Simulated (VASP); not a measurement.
# TaSi2 (C2) in VASP: notebook

TaSi2 is run at these levels: PBE; tasks: single point.

Everything below comes from runs of VASP 6.6.1. Logs are shortened: lines on timing, memory, paths and dates and some standing lists are left out, and cuts for length are marked.

## Step 1: The cell of the first run

It takes space group C2 (No. 5, monoclinic). The conventional cell has a = 4.805 Å, b = 8.323 Å, c = 6.599 Å, α = 90.00°, β = 90.00°, γ = 90.00°. Ta (site symmetry 2) has 10 Si at 2.62 to 2.94 Å and 4 Ta at 3.26 Å within 3.5 Å. Within 3.5 Å of Ta (site symmetry 1) lie 10 Si at 2.62 to 2.84 Å and 4 Ta at 3.26 Å. Si (site symmetry 2) has 9 Si at 2.54 to 3.41 Å and 5 Ta at 2.65 to 2.94 Å within 3.5 Å. Si (site symmetry 1) has 9 Si at 2.54 to 3.34 Å and 5 Ta at 2.62 to 2.84 Å within 3.4 Å. Within 3.5 Å of Si (site symmetry 1) lie 9 Si at 2.57 to 3.41 Å and 5 Ta at 2.62 to 2.84 Å. Within 3.4 Å of Si (site symmetry 2) lie 9 Si at 2.55 to 3.34 Å and 5 Ta at 2.62 to 2.84 Å.

## Step 2: Single point, PBE (atom 4 (Si) moved -0.100 Å towards its neighbour atom 1 (Ta) at 2.839 Å)

INCAR reads:

```
  PREC = Accurate
  ENCUT = 520
  EDIFF = 1E-6
  ISMEAR = 0
  SIGMA = 0.15
  LREAL = False
  LASPH = True
  NELM = 80
  ALGO = Fast
  ISIF = 2
  LWAVE = False
  LCHARG = False
  GGA = PE
  NBANDS = 38
```

KPOINTS reads:

```
Automatic mesh
0
Gamma
  9 9 6
```

POSCAR reads:

```
TaSi2
1.0
    4.8051009126      0.0000000000      0.0000000000
   -2.4025504563      4.1613394580      0.0000000000
    0.0000000000      0.0000000000      6.5988658829
Ta Si
3 6
Direct
    0.5000000000      0.0000000000      0.5000000000
    0.5000000000      0.5000000000      0.8333333333
    0.0000000000      0.5000000000      0.1666666667
    0.1469046305      0.2938092610      0.5000000000
    0.8410800075      0.1589199925      0.8333333333
    0.6821600150      0.8410800075      0.1666666667
    0.8410800075      0.6821600150      0.5000000000
    0.1589199925      0.8410800075      0.8333333333
    0.3178399850      0.1589199925      0.1666666667
```

Potentials or basis: VASP PAW PBE potentials, release 64 (Ta_pv, Si).

Run with:

```console
> cat potpaw_PBE.64/Ta_pv/POTCAR potpaw_PBE.64/Si/POTCAR > POTCAR
> mpirun -np 1 vasp_std > vasp.out
```

OUTCAR:

```text
PREC = Accurate
   ENCUT = 520
   EDIFF = 1E-6
   ISMEAR = 0
   LREAL = False
   LASPH = True
   NELM = 80
   ISIF = 2
   GGA = PE

 ion  position               nearest neighbor table
   1  0.500  0.000  0.500-   5 2.62   8 2.62   6 2.62   9 2.62   4 2.70   4 2.70   7 2.74   7 2.74
                             7 2.84   4 2.94   2 3.26   2 3.26   3 3.26   3 3.26
   2  0.500  0.500  0.833-   7 2.62   6 2.62   9 2.62   4 2.65   5 2.74   8 2.74   8 2.74   5 2.74
                             8 2.84   5 2.84   1 3.26   1 3.26   3 3.26   3 3.26
   3  0.000  0.500  0.167-   7 2.62   5 2.62   8 2.62   4 2.65   9 2.74   6 2.74   9 2.74   6 2.74
                             6 2.84   9 2.84   1 3.26   1 3.26   2 3.26   2 3.26
   4  0.147  0.294  0.500-   9 2.54   5 2.54   7 2.55   2 2.65   3 2.65   1 2.70   1 2.70   7 2.90
                             7 2.90   1 2.94   8 3.11   6 3.11
   5  0.841  0.159  0.833-   4 2.54   6 2.57   1 2.62   3 2.62   8 2.65   2 2.74   2 2.74   2 2.84
                             8 2.84   8 2.84
   6  0.682  0.841  0.167-   7 2.57   5 2.57   1 2.62   2 2.62   9 2.65   3 2.74   3 2.74   3 2.84
                             9 2.84   9 2.84   4 3.11
   7  0.841  0.682  0.500-   4 2.55   6 2.57   8 2.57   2 2.62   3 2.62   1 2.74   1 2.74   1 2.84
                             4 2.90   4 2.90
   8  0.159  0.841  0.833-   7 2.57   9 2.57   1 2.62   3 2.62   5 2.65   2 2.74   2 2.74   2 2.84
                             5 2.84   5 2.84   4 3.11
   9  0.318  0.159  0.167-   4 2.54   8 2.57   1 2.62   2 2.62   6 2.65   3 2.74   3 2.74   3 2.84
                             6 2.84   6 2.84

  LATTYP: Found a hexagonal cell.
 ALAT       =     4.8051009126
 C/A-ratio  =     1.3733043287

  Lattice vectors:

 A1 = (   4.8051009126,   0.0000000000,   0.0000000000)
 A2 = (  -2.4025504563,   4.1613394580,   0.0000000000)
 A3 = (   0.0000000000,   0.0000000000,   6.5988658829)

Analysis of symmetry for initial positions (statically):
=====================================================================
 Subroutine PRICEL returns:
 Original cell was already a primitive cell.

 Routine SETGRP: Setting up the symmetry group for a
 hexagonal supercell.

 Subroutine GETGRP returns: Found  2 space group operations
 (whereof  2 operations were pure point group operations)
 out of a pool of 24 trial point group operations.

The static configuration has the point symmetry C_2 .

Analysis of symmetry for dynamics (positions and initial velocities):
=====================================================================
 Subroutine PRICEL returns:
 Original cell was already a primitive cell.

 Routine SETGRP: Setting up the symmetry group for a
 hexagonal supercell.

 Subroutine GETGRP returns: Found  2 space group operations
 (whereof  2 operations were pure point group operations)
 out of a pool of 24 trial point group operations.

The dynamic configuration has the point symmetry C_2 .

 Subroutine INISYM returns: Found  2 space group operations
 (whereof  2 operations are pure point group operations),
 and found     1 'primitive' translations

----------------------------------------------------------------------------------------

                                     Primitive cell

  volume of cell :     131.9487

  direct lattice vectors                    reciprocal lattice vectors
     4.805100913  0.000000000  0.000000000     0.208112175  0.120153620  0.000000000
    -2.402550456  4.161339458  0.000000000     0.000000000  0.240307240  0.000000000
     0.000000000  0.000000000  6.598865883     0.000000000  0.000000000  0.151541192

  length of vectors
     4.805100913  4.805100913  6.598865883     0.240307240  0.240307240  0.151541192

  position of ions in fractional coordinates (direct lattice)
     0.500000000  0.000000000  0.500000000
     0.500000000  0.500000000  0.833333333
     0.000000000  0.500000000  0.166666667
     0.146904631  0.293809261  0.500000000
     0.841080007  0.158919993  0.833333333
     0.682160015  0.841080007  0.166666667
     0.841080007  0.682160015  0.500000000
     0.158919993  0.841080007  0.833333333
     0.317839985  0.158919993  0.166666667

  ion indices of the primitive-cell ions
   primitive index   ion index
                 1           1
                 2           2
                 3           3
                 4           4
                 5           5
                 6           6
                 7           7
                 8           8
                 9           9

----------------------------------------------------------------------------------------

 KPOINTS: Automatic mesh

Automatic generation of k-mesh.
 Grid dimensions read from file:
 generate k-points for:    9    9    6

 Generating k-lattice:

  Cartesian coordinates                     Fractional coordinates (reciprocal lattice)
     0.023123575  0.013350402  0.000000000     0.111111111 -0.000000000  0.000000000
     0.000000000  0.026700804  0.000000000     0.000000000  0.111111111  0.000000000
     0.000000000  0.000000000  0.025256865     0.000000000  0.000000000  0.166666667

  Length of vectors
     0.026700804  0.026700804  0.025256865

  Shift w.r.t. Gamma in fractional coordinates (k-lattice)
     0.000000000  0.000000000  0.000000000

 Subroutine IBZKPT returns following result:
 ===========================================

 Found    140 irreducible k-points:

 Following reciprocal coordinates:
            Coordinates               Weight
  0.000000  0.000000  0.000000      1.000000
  0.111111  0.000000  0.000000      4.000000
  0.000000  0.111111  0.000000      2.000000
  0.222222  0.000000  0.000000      4.000000
  0.000000  0.222222  0.000000      2.000000
  0.333333  0.000000  0.000000      4.000000
[... 16 lines left out ...]
 -0.222222 -0.444444  0.000000      4.000000
  0.444444  0.333333  0.000000      4.000000
 [... further k-points ...]
   k-points           NKPTS =    140   k-points in BZ     NKDIM =    140   number of bands    NBANDS=     38
   number of dos      NEDOS =    301   number of ions     NIONS =      9
   total plane-waves  NPLWV =  64800
   dimension x,y,z NGX =    36 NGY =   36 NGZ =   50
   dimension x,y,z NGXF=    72 NGYF=   72 NGZF=  100
   ions per type =               3   6
   NGX,Y,Z   is equivalent  to a cutoff of  12.46, 12.46, 12.60 a.u.
   NGXF,Y,Z  is equivalent  to a cutoff of  24.91, 24.91, 25.19 a.u.
 SYSTEM =  unknown system
   PREC   = accura    normal or accurate (medium, high low for compatibility)
   ISTART =      0    job   : 0-new  1-cont  2-samecut
   ICHARG =      2    charge: 1-file 2-atom 10-const
   ISPIN  =      1    spin polarized calculation?
   LNONCOLLINEAR =      F non collinear calculations
   LSORBIT =      F    spin-orbit coupling
   LASPH  =      T    aspherical Exc in radial PAW
   ENCUT  =  520.0 eV  38.22 Ry    6.18 a.u.   8.93  8.93 12.27*2*pi/ulx,y,z
   NELM   =     80;   NELMIN=  2; NELMDL= -5     # of ELM steps
   EDIFF  = 0.1E-05   stopping-criterion for ELM
   LREAL  =      F    real-space projection
   EDIFFG = 0.1E-04   stopping-criterion for IOM
   NSW    =      0    number of steps for IOM
   IBRION =     -1    ionic relax: 0-MD 1-quasi-New 2-CG
   NFREE  =      0    steps in history (QN), initial steepest desc. (CG)
   ISIF   =      2    stress and relaxation
   ISYM   =      2    0-nonsym 1-usesym 2-fastsym
   POTIM  = 0.5000    time-step for ionic-motion
   TEBEG  =    0.0;   TEEND  =   0.0 temperature during run
   PSTRESS=    0.0 pullay stress
   NELECT =      57.0000    total number of electrons
   NUPDOWN=      -1.0000    fix difference up-down
   EMIN   =  10.00;   EMAX   =-10.00  energy-range for DOS
   EFERMI =   0.00;   METHOD = LEGACY
   ISMEAR =     0;   SIGMA  =   0.15  broadening in eV -4-tet -1-fermi 0-gaus
   EFERMI_NEDOS =   21; number of points for ismear=-14 and -15
   IALGO  =     68    algorithm
   IMIX   =      4    mixing-type and parameters
     AMIX     =   0.40;   BMIX     =  1.00
     AMIX_MAG =   1.60;   BMIX_MAG =  1.00
  volume/ion in A,a.u.               =      14.66        98.94
  Fermi-wavevector in a.u.,A,eV,Ry     =   1.237556  2.338641 20.837927  1.531544
  Thomas-Fermi vector in A             =   2.372118
   LORBIT       =      0    0 simple, 1 ext, 2 COOP (PROOUT), +10 PAW based schemes
   GGA     = PE    functional components
   LHFCALC =     F    Hartree Fock is set to
   AEXX    =    0.0000 exact exchange contribution
   IVDW    =     0    specifies the selected vdW correction
   LEPSILON=     F    determine dielectric tensor
   LRPA    =     F    only Hartree local field effects (RPA)
 non-spin polarized calculation
 RMM-DIIS sequential band-by-band and
 Gauss-broadening in eV      SIGMA  =   0.15
  energy-cutoff  :      520.00
  volume of cell :      131.95
 maximum number of plane-waves:      3573
   NGX = 17   NGY = 17   NGZ = 25

 number of electron      57.0000007 magnetization

 Free energy of the ion-electron system (eV)
  ---------------------------------------------------
  ext. energy  EPLUGINS =         0.00000000
  ---------------------------------------------------
  free energy    TOTEN  =       -72.23096970 eV

  energy without entropy =      -72.18802914  energy(sigma->0) =      -72.20949942

 E-fermi :   9.2227     XC(G=0): -12.0135

 val. band max:        9.2224591311   @ k =   0.1111   0.4444   0.1667
 cond. band min:       9.2228839800   @ k =  -0.1111  -0.4444   0.1667
 fundamental gap:      0.0004248489
 Fermi energy:         9.2227261590

 k-point     1 :       0.0000    0.0000    0.0000
  band No.  band energies     occupation
      1     -25.1895      2.00000
      2     -25.1857      2.00000
      3     -25.1729      2.00000
      4     -25.1344      2.00000
      5     -25.1182      2.00000
      6     -25.0344      2.00000
[... 30 lines left out ...]
     37      13.0894      0.00000
     38      13.1525      0.00000

 k-point     2 :       0.1111    0.0000    0.0000
  band No.  band energies     occupation
      1     -25.2037      2.00000
      2     -25.1815      2.00000
      3     -25.1676      2.00000
      4     -25.1323      2.00000
      5     -25.1190      2.00000
      6     -25.0363      2.00000
[... 30 lines left out ...]
     37      12.8443      0.00000
     38      13.0306      0.00000

 k-point     3 :       0.0000    0.1111    0.0000
  band No.  band energies     occupation
      1     -25.1977      2.00000
      2     -25.1925      2.00000
      3     -25.1620      2.00000
      4     -25.1346      2.00000
      5     -25.1168      2.00000
      6     -25.0352      2.00000
[... 30 lines left out ...]
     37      12.8561      0.00000
     38      12.9929      0.00000

 k-point     4 :       0.2222    0.0000    0.0000
  band No.  band energies     occupation
      1     -25.2185      2.00000
      2     -25.1872      2.00000
      3     -25.1591      2.00000
      4     -25.1274      2.00000
      5     -25.1202      2.00000
      6     -25.0398      2.00000
[... 30 lines left out ...]
     37      12.9749      0.00000
     38      13.1270      0.00000
[... 703 lines left out ...]
      4     -25.1220      2.00000
      5     -25.0984      2.00000
      6     -25.0658      2.00000
[... 30 lines left out ...]
     37      12.2466      0.00000
     38      12.9900      0.00000

 k-point    23 :      -0.2222   -0.4444    0.0000
  band No.  band energies     occupation
      1     -25.2334      2.00000
      2     -25.1987      2.00000
      3     -25.1702      2.00000
      4     -25.1226      2.00000
      5     -25.0963      2.00000
      6     -25.0648      2.00000
[... 30 lines left out ...]
     37      12.1816      0.00000
     38      13.2006      0.00000

 k-point    24 :       0.4444    0.3333    0.0000
  band No.  band energies     occupation
      1     -25.2359      2.00000
      2     -25.1910      2.00000
      3     -25.1739      2.00000
      4     -25.1231      2.00000
      5     -25.0982      2.00000
      6     -25.0675      2.00000
[... 30 lines left out ...]
     37      12.2496      0.00000
     38      12.9295      0.00000

 [... further k-points ...]
[... 5 lines left out ...]
  --------------------------------------------------------------------------------------
  -------------------------------------------------------------------------------------
  Total        0.1900140      0.5477902     -0.1778499      0.0000000      0.0000000     -0.2562139
  in kB        2.3072320      6.6515041     -2.1595301      0.0000000      0.0000000     -3.1110600
  external PRESSURE =       2.2664020 kB  Pullay stress =       0.0000000 kB

 VOLUME and BASIS-vectors are now :
 -----------------------------------------------------------------------------
  energy-cutoff  :      520.00
  volume of cell :      131.95
      direct lattice vectors                 reciprocal lattice vectors
     4.805100913  0.000000000  0.000000000     0.208112175  0.120153620  0.000000000
    -2.402550456  4.161339458  0.000000000     0.000000000  0.240307240  0.000000000
     0.000000000  0.000000000  6.598865883     0.000000000  0.000000000  0.151541192

 POSITION                                       TOTAL-FORCE (eV/Angst)
 -----------------------------------------------------------------------------------
      2.40255      0.00000      3.29943         0.000000     -0.259722      0.000000
      1.20128      2.08067      5.49905        -0.048970     -0.078017     -0.115729
     -1.20128      2.08067      1.09981         0.048970     -0.078017      0.115729
      0.00000      1.22264      3.29943         0.000000      0.798737      0.000000
      3.65966      0.66132      5.49905        -0.064530      0.037197      0.083740
      1.25711      3.50002      1.09981        -0.054344     -0.077098     -0.027533
      2.40255      2.83870      3.29943        -0.000000     -0.303179      0.000000
     -1.25711      3.50002      5.49905         0.054344     -0.077098      0.027533
      1.14544      0.66132      1.09981         0.064530      0.037197     -0.083740
 -----------------------------------------------------------------------------------
    total drift:                                0.000000      0.000028     -0.000000

  FREE ENERGIE OF THE ION-ELECTRON SYSTEM (eV)
  ---------------------------------------------------
  free  energy   TOTEN  =       -72.2309697025 eV

  energy  without entropy=      -72.1880291385  energy(sigma->0) =      -72.20949942
```

It took 23 min on 1 thread of Oxide Virtual Turin-like, shared host; peak memory 0.59 GiB.

What came out:

```yaml
Free_energy: -72.2310 eV
Pressure: 0.2 GPa
Largest_force: 0.799 eV/Å
Band_gap_on_the_k_mesh: zero (an odd number of electrons rules out a gap without spin polarisation)
```

Forces in eV/Å, atoms in the order of the input:
```
Ta   0.000 -0.260  0.000
Ta  -0.049 -0.078 -0.116
Ta   0.049 -0.078  0.116
Si   0.000  0.799  0.000
Si  -0.065  0.037  0.084
Si  -0.054 -0.077 -0.028
Si   0.000 -0.303  0.000
Si   0.054 -0.077  0.028
Si   0.065  0.037 -0.084
```

Levels at points of the mesh, in eV from the Fermi level:
| k point | band 25 | band 26 | band 27 | band 28 | band 29 | band 30 | band 31 | band 32 | band 33 | band 34 |
| --- | --- | --- | --- | --- | --- | --- | --- | --- | --- | --- |
| (0.00, 0.00, 0.00) | -2.48 | -2.39 | -2.10 | -2.08 | -1.40 | 0.77 | 2.86 | 2.88 | 3.34 | 3.46 |
| (0.00, 0.00, 0.50) | -2.17 | -2.10 | -1.78 | -1.65 | 1.13 | 1.15 | 2.43 | 2.52 | 3.39 | 3.47 |

Caveat: the cell differs from its parent crystal (atom 4 (Si) moved -0.100 Å towards its neighbour atom 1 (Ta) at 2.839 Å); spin-orbit coupling is left out, which moves the levels of the heavy elements; an odd number of electrons without spin polarisation forces a metal; a magnetic or distorted state may lie lower.

(Part 1 of 3 ends here.)

The gap in the log of VASP goes by the Fermi energy; the results here count the filled bands.